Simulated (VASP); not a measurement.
## Rb3Cl2: single point with PBE

Rb3Cl2:

```xyz
5
Lattice="2.3976 1.3843 11.9590 -2.3976 1.3843 11.9590 0.0000 -2.7685 11.9590" Properties=species:S:1:pos:R:3 pbc="T T T"
Rb    0.0000    0.0000    0.0000
Rb    0.0000    0.0000    8.1190
Rb    0.0000    0.0000   27.7580
Cl    0.0000    0.0000   13.8736
Cl    0.0000    0.0000   22.0033
```

```json
{"Program": "VASP 6.6.1", "Task": "single point", "Functional": "PBE", "Potentials or basis": "VASP PAW PBE potentials, release 64 (Rb_sv, Cl)", "Cutoff": "520 eV", "k mesh": "6 × 6 × 6", "Occupations": "gaussian, width 0.1 eV", "Spin": "no spin polarisation"}
```

```yaml
Pressure: 0.0 GPa
Largest_force: 0.007 eV/Å
Band_gap_on_the_k_mesh: zero (an odd number of electrons rules out a gap without spin polarisation)
```

Forces in eV/Å, atoms in the order of the input:
```
Rb   0.000  0.000  0.000
Rb   0.000  0.000  0.007
Rb   0.000  0.000 -0.007
Cl   0.000  0.000 -0.007
Cl   0.000  0.000  0.007
```

Stress tensor (GPa, compression positive):
```
-0.07  0.00  0.00
 0.00 -0.07  0.00
 0.00  0.00  0.15
```

Levels at points of the mesh, in eV from the Fermi level:
| k point | band 17 | band 18 | band 19 | band 20 | band 21 | band 22 | band 23 | band 24 | band 25 | band 26 |
| --- | --- | --- | --- | --- | --- | --- | --- | --- | --- | --- |
| (0.00, 0.00, 0.00) | -4.67 | -4.66 | -4.52 | -4.52 | -1.12 | 0.82 | 1.32 | 2.86 | 3.25 | 3.45 |
| (0.50, 0.00, 0.00) | -4.70 | -4.69 | -4.65 | -4.60 | 0.90 | 0.97 | 2.00 | 2.05 | 3.13 | 3.20 |
| (0.50, 0.50, 0.00) | -4.70 | -4.69 | -4.65 | -4.60 | 0.91 | 0.97 | 1.70 | 2.67 | 2.86 | 3.23 |
| (0.50, 0.50, 0.50) | -4.67 | -4.67 | -4.52 | -4.52 | -0.99 | 0.25 | 2.13 | 2.57 | 3.25 | 3.39 |

Run time: 43 min on 1 thread of Intel Xeon 8259CL, with other jobs on the host, peak memory 1.5 GiB.

Caveat: an odd number of electrons without spin polarisation forces a metal; a magnetic or distorted state may lie lower.
